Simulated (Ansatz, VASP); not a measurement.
# W: VASP beside Ansatz

INCAR

```
SYSTEM = W
PREC = Accurate
ENCUT = 520
EDIFF = 1E-6
ISMEAR = -1
SIGMA = 0.1
LREAL = .False.
LASPH = .True.
NELM = 60
ALGO = Normal
ISIF = 2
LWAVE = .False.
LCHARG = .True.
GGA = RP
LELF = .True.
LVHAR = .True.
NBANDS = 36
```

KPOINTS

```
regular mesh
0
Gamma
  15 15 4
  0 0 0
```

Contents of POSCAR:

```
W
1.0
    2.8336228952      0.0000000000      0.0000000000
   -1.4168114476      2.4539894120      0.0000000000
    0.0000000000      0.0000000000      9.9981853156
W
4
Direct
    1.0000000000      1.0000000000      1.0000000000
    1.0000000000      1.0000000000      0.5000000000
    0.3333333333      0.6666666667      0.2500000000
    0.6666666667      0.3333333333      0.7500000000
```

Input for Ansatz:

```yaml
crystal:
  lattice:
    - [2.8336228952, 0.0, 0.0]
    - [-1.4168114476, 2.453989412, 0.0]
    - [0.0, 0.0, 9.9981853156]
  atoms:
    - { symbol: W, position: [1.0, 1.0, 1.0] }
    - { symbol: W, position: [1.0, 1.0, 0.5] }
    - { symbol: W, position: [0.3333333333, 0.6666666667, 0.25] }
    - { symbol: W, position: [0.6666666667, 0.3333333333, 0.75] }
hamiltonian:
  xc: rpbe
  pseudopotentials:
    kind: paw
    azcp:
      W: "pseudopotentials/W.paw.azcp"
basis:
  ecutwfc: 420
  fft_grid_basis: typed
kpoints:
  mp_grid: { grid: [15, 15, 4], shift: [0, 0, 0] }
magnetization:
  spin_polarized: false
scf:
  occupations: { method: fermi_dirac, width: 0.1 }
  lower_state_search: "off"
output:
  stress: true
```

Alike in both runs: task single point; functional RPBE; k mesh 15 × 15 × 4; occupations fermi-dirac, width 0.1 eV; no spin polarisation.

|  | VASP | Ansatz |
| --- | --- | --- |
| version | VASP 6.6.1 | Ansatz 0.2.0 |
| potentials or method | VASP PAW PBE potentials, release 64 (W_sv), cutoff 520 eV | plane waves (420 eV) with PAW, scalar-relativistic |
| valence electrons in the cell | 56 | 56 |

```tsv
	VASP	Ansatz	Ansatz less VASP
pressure (GPa)	-9.6	-9.9	-0.31
traceless stress, the component that is largest in VASP (GPa)	0.79	0.86	+0.071
```

VASP's potentials were made for PBE, not for RPBE. With one functional, cell and mesh, what is left measures potentials, basis and numerics.

Neither program's run includes spin-orbit coupling.
